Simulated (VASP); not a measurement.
# Hf (Im-3m) in VASP: a series of runs, part 2 of 2

VASP 6.6.1.

## 3. Relaxation of cell and atoms, PBE, target pressure 30 GPa, at which the enthalpy is minimised

This run uses another cell than the first one, of 18.28 Å³/atom, 1.014 times its volume.

The input, INCAR:

```
PREC = Accurate ; ENCUT = 600
EDIFF = 1E-6 ; ISMEAR = -1
SIGMA = 0.08 ; LREAL = False
LASPH = True ; NELM = 80
ALGO = Normal ; ISIF = 3
LWAVE = False ; LCHARG = False
GGA = PE ; IBRION = 2
NSW = 60 ; EDIFFG = -0.005
PSTRESS = 300.0
```

The input, KPOINTS:

```
regular mesh
0
Gamma
  16 16 16
```

The input, POSCAR:

```
Hf
1.0
   -1.6596002294      1.6596002294      1.6596002294
    1.6596002294     -1.6596002294      1.6596002294
    1.6596002294      1.6596002294     -1.6596002294
Hf
1
Direct
    0.0000000000      0.0000000000      0.0000000000
```

Potentials or basis: VASP PAW PBE potentials, release 64 (Hf_pv).

Command:

```console
cat potpaw_PBE.64/Hf_pv/POTCAR > POTCAR
mpirun -np 1 vasp_std > vasp.out
```

OUTCAR:

```text
PREC = Accurate
   ENCUT = 600
   EDIFF = 1E-6
   ISMEAR = -1
   LREAL = False
   LASPH = True
   NELM = 80
   ISIF = 3
   GGA = PE
   IBRION = 2
   NSW = 60
   EDIFFG = -0.005
   PSTRESS = 300.0

 ion  position               nearest neighbor table
   1  0.000  0.000  0.000-

  LATTYP: Found a body centered cubic cell.
 ALAT       =     3.3192004588

  Lattice vectors:

 A1 = (  -1.6596002294,   1.6596002294,   1.6596002294)
 A2 = (   1.6596002294,  -1.6596002294,   1.6596002294)
 A3 = (   1.6596002294,   1.6596002294,  -1.6596002294)

Analysis of symmetry for initial positions (statically):
=====================================================================
 Subroutine PRICEL returns:
 Original cell was already a primitive cell.

 Routine SETGRP: Setting up the symmetry group for a
 body centered cubic supercell.

 Subroutine GETGRP returns: Found 48 space group operations
[... 9 lines left out ...]

 Routine SETGRP: Setting up the symmetry group for a
 body centered cubic supercell.

 Subroutine GETGRP returns: Found 48 space group operations
[... 11 lines left out ...]
                                     Primitive cell

  volume of cell :      18.2840

  direct lattice vectors                    reciprocal lattice vectors
    -1.659600229  1.659600229  1.659600229     0.000000000  0.301277375  0.301277375
     1.659600229 -1.659600229  1.659600229     0.301277375  0.000000000  0.301277375
     1.659600229  1.659600229 -1.659600229     0.301277375  0.301277375  0.000000000

  length of vectors
     2.874511918  2.874511918  2.874511918     0.426070549  0.426070549  0.426070549

  position of ions in fractional coordinates (direct lattice)
     0.000000000  0.000000000  0.000000000

  ion indices of the primitive-cell ions
   primitive index   ion index
                 1           1

----------------------------------------------------------------------------------------

 KPOINTS: regular mesh

Automatic generation of k-mesh.
 Grid dimensions read from file:
 generate k-points for:   16   16   16

 Generating k-lattice:

  Cartesian coordinates                     Fractional coordinates (reciprocal lattice)
     0.000000000  0.018829836  0.018829836     0.062500000  0.000000000  0.000000000
     0.018829836  0.000000000  0.018829836     0.000000000  0.062500000  0.000000000
     0.018829836  0.018829836  0.000000000     0.000000000  0.000000000  0.062500000

  Length of vectors
     0.026629409  0.026629409  0.026629409

  Shift w.r.t. Gamma in fractional coordinates (k-lattice)
     0.000000000  0.000000000  0.000000000

 Subroutine IBZKPT returns following result:
 ===========================================

 Found    145 irreducible k-points:

 Following reciprocal coordinates:
            Coordinates               Weight
  0.000000  0.000000  0.000000      1.000000
  0.062500  0.000000  0.000000     12.000000
  0.125000  0.000000  0.000000     12.000000
  0.187500  0.000000  0.000000     12.000000
  0.250000  0.000000  0.000000     12.000000
  0.312500  0.000000  0.000000     12.000000
[... 16 lines left out ...]
  0.187500  0.187500  0.000000     24.000000
  0.250000  0.187500 -0.000000     48.000000
 [... further k-points ...]
   k-points           NKPTS =    145   k-points in BZ     NKDIM =    145   number of bands    NBANDS=      9
   number of dos      NEDOS =    301   number of ions     NIONS =      1
   total plane-waves  NPLWV =  13824
   dimension x,y,z NGX =    24 NGY =   24 NGZ =   24
   dimension x,y,z NGXF=    48 NGYF=   48 NGZF=   48
   ions per type =               1
   NGX,Y,Z   is equivalent  to a cutoff of  13.88, 13.88, 13.88 a.u.
   NGXF,Y,Z  is equivalent  to a cutoff of  27.76, 27.76, 27.76 a.u.
 SYSTEM =  unknown system
   PREC   = accura    normal or accurate (medium, high low for compatibility)
   ISTART =      0    job   : 0-new  1-cont  2-samecut
   ICHARG =      2    charge: 1-file 2-atom 10-const
   ISPIN  =      1    spin polarized calculation?
   LNONCOLLINEAR =      F non collinear calculations
   LSORBIT =      F    spin-orbit coupling
   LASPH  =      T    aspherical Exc in radial PAW
   ENCUT  =  600.0 eV  44.10 Ry    6.64 a.u.   5.74  5.74  5.74*2*pi/ulx,y,z
   NELM   =     80;   NELMIN=  2; NELMDL= -5     # of ELM steps
   EDIFF  = 0.1E-05   stopping-criterion for ELM
   LREAL  =      F    real-space projection
   EDIFFG = -.5E-02   stopping-criterion for IOM
   NSW    =     60    number of steps for IOM
   IBRION =      2    ionic relax: 0-MD 1-quasi-New 2-CG
   NFREE  =      1    steps in history (QN), initial steepest desc. (CG)
   ISIF   =      3    stress and relaxation
   ISYM   =      2    0-nonsym 1-usesym 2-fastsym
   POTIM  = 0.5000    time-step for ionic-motion
   TEBEG  =    0.0;   TEEND  =   0.0 temperature during run
   PSTRESS=  300.0 pullay stress
   NELECT =      10.0000    total number of electrons
   NUPDOWN=      -1.0000    fix difference up-down
   EMIN   =  10.00;   EMAX   =-10.00  energy-range for DOS
   EFERMI =   0.00;   METHOD = LEGACY
   ISMEAR =    -1;   SIGMA  =   0.08  broadening in eV -4-tet -1-fermi 0-gaus
   EFERMI_NEDOS =   21; number of points for ismear=-14 and -15
   IALGO  =     38    algorithm
   IMIX   =      4    mixing-type and parameters
     AMIX     =   0.40;   BMIX     =  1.00
     AMIX_MAG =   1.60;   BMIX_MAG =  1.00
  volume/ion in A,a.u.               =      18.28       123.39
  Fermi-wavevector in a.u.,A,eV,Ry     =   1.338807  2.529979 24.387144  1.792405
  Thomas-Fermi vector in A             =   2.467249
   LORBIT       =      0    0 simple, 1 ext, 2 COOP (PROOUT), +10 PAW based schemes
   GGA     = PE    functional components
   LHFCALC =     F    Hartree Fock is set to
   AEXX    =    0.0000 exact exchange contribution
   IVDW    =     0    specifies the selected vdW correction
   LEPSILON=     F    determine dielectric tensor
   LRPA    =     F    only Hartree local field effects (RPA)
 conjugate gradient relaxation of ions
 non-spin polarized calculation
  energy-cutoff  :      600.00
  volume of cell :       18.28
 maximum number of plane-waves:       627
   NGX = 11   NGY = 11   NGZ = 11

--------------------------------------- Ionic step        1  -------------------------------------------

 number of electron      10.0000000 magnetization

 number of electron       9.9999999 magnetization

 Free energy of the ion-electron system (eV)
  ---------------------------------------------------
  ext. energy  EPLUGINS =         0.00000000
  ---------------------------------------------------
  free energy    TOTEN  =        -9.47164444 eV

  energy without entropy =       -9.44201712  energy(sigma->0) =       -9.45683078

------------------------ aborting loop because EDIFF is reached ----------------------------------------

  FORCE on cell =-STRESS in cart. coord.  units (eV):
  Direction    XX          YY          ZZ          XY          YZ          ZX
  --------------------------------------------------------------------------------------
  -------------------------------------------------------------------------------------
  Total        3.1004290      3.1004290      3.1004290      0.0000000     -0.0000000      0.0000000
  in kB      271.6826654    271.6826654    271.6826654      0.0000000     -0.0000000      0.0000000
  external PRESSURE =     -28.3173346 kB  Pullay stress =     300.0000000 kB
[... 59 lines left out ...]
  enthalpy is  TOTEN    =        -6.0396487627 eV   P V=        3.2659482583

--------------------------------------- Ionic step        3  -------------------------------------------

 number of electron      10.0000001 magnetization

 Free energy of the ion-electron system (eV)
  ---------------------------------------------------
  ext. energy  EPLUGINS =         0.00000000
  ---------------------------------------------------
  free energy    TOTEN  =        -9.42259861 eV

  energy without entropy =       -9.39369188  energy(sigma->0) =       -9.40814524

 E-fermi :   6.1295     XC(G=0): -12.3096

 val. band max:        6.1129053803   @ k =   0.3125   0.2500   0.1250
 cond. band min:       6.1484465680   @ k =   0.1875   0.1250   0.0000
 fundamental gap:      0.0355411878
 Fermi energy:         6.1295162300

 k-point     1 :       0.0000    0.0000    0.0000
  band No.  band energies     occupation
      1     -22.8323      2.00000
      2     -22.8323      2.00000
      3     -22.8323      2.00000
      4      -1.5226      2.00000
      5       7.8102      0.00000
      6       7.8102      0.00000
      7       7.8102      0.00000
      8      11.2598      0.00000
      9      11.2598      0.00000
[... 265 lines left out ...]
 k-point    24 :       0.2500    0.1875   -0.0000
  band No.  band energies     occupation
      1     -24.1269      2.00000
      2     -23.3650      2.00000
      3     -22.9768      2.00000
      4       2.8691      2.00000
      5       5.4125      1.99974
      6       6.1906      0.63568
      7      10.5586      0.00000
      8      12.3965      0.00000
      9      14.3233      0.00000

 [... further k-points ...]
[... 5 lines left out ...]
  --------------------------------------------------------------------------------------
  -------------------------------------------------------------------------------------
  Total        3.3691906      3.3691906      3.3691906      0.0000000      0.0000000     -0.0000000
  in kB      299.7458745    299.7458745    299.7458745      0.0000000      0.0000000     -0.0000000
  external PRESSURE =      -0.2541255 kB  Pullay stress =     300.0000000 kB
[... 16 lines left out ...]
  FREE ENERGIE OF THE ION-ELECTRON SYSTEM (eV)
  ---------------------------------------------------
  free  energy   TOTEN  =        -9.4225986064 eV

  energy  without entropy=       -9.3936918784  energy(sigma->0) =       -9.40814524

  enthalpy is  TOTEN    =        -6.0505515773 eV   P V=        3.3720470291

 reached required accuracy - stopping structural energy minimisation
```

Run time: 20 s. Hardware: 1 thread of Intel Xeon Platinum 8488C (Sapphire Rapids), shared host; peak memory 0.17 GiB.

What came out:

- Free energy: -9.4226 eV
- Relaxed volume: 18.01 Å³/atom
- Relaxed cell: a = 2.860 Å, b = 2.860 Å, c = 2.860 Å, α = 109.47°, β = 109.47°, γ = 109.47°
- Space group after relaxing (to 0.05 Å): Im-3m (No. 229)
- Energy change on relaxing (the enthalpy is what falls): +49.0 meV/atom
- Ionic steps: 3
- Pressure after relaxing: 30.0 GPa
- Band gap on the k mesh: zero (band 5 reaches 7.81 eV, above the bottom of band 6 at 5.16 eV)

The path:
```csv
step,energy change (eV),largest force (eV/Å),pressure (GPa),volume (Å³)
1,0.0000,0.0000,27.17,18.28
2,0.1660,0.0000,36.33,17.44
3,0.0490,0.0000,29.97,18.01
```

Final structure:
```yaml
crystal:
  lattice:
    - [-1.65123, 1.65123, 1.65123]
    - [1.65123, -1.65123, 1.65123]
    - [1.65123, 1.65123, -1.65123]
  atoms:
    - { symbol: Hf, position: [0.00000, 0.00000, 0.00000] }
```

Levels at points of the mesh, in eV from the Fermi level:
| k point | band 2 | band 3 | band 4 | band 5 | band 6 | band 7 | band 8 | band 9 |
| --- | --- | --- | --- | --- | --- | --- | --- | --- |
| (0.00, 0.00, 0.00) | -28.96 | -28.96 | -7.65 | 1.68 | 1.68 | 1.68 | 5.13 | 5.13 |
| (0.50, 0.00, 0.00) | -29.47 | -28.98 | -4.10 | -0.94 | 2.19 | 5.13 | 6.36 | 9.75 |
| (0.50, 0.50, 0.50) | -30.07 | -30.07 | -3.64 | -3.64 | 8.58 | 8.58 | 8.58 | 9.26 |

Caveat: the cell is relaxed towards a set pressure, so the enthalpy falls and the energy may rise; spin-orbit coupling is left out, which moves the levels of the heavy elements.
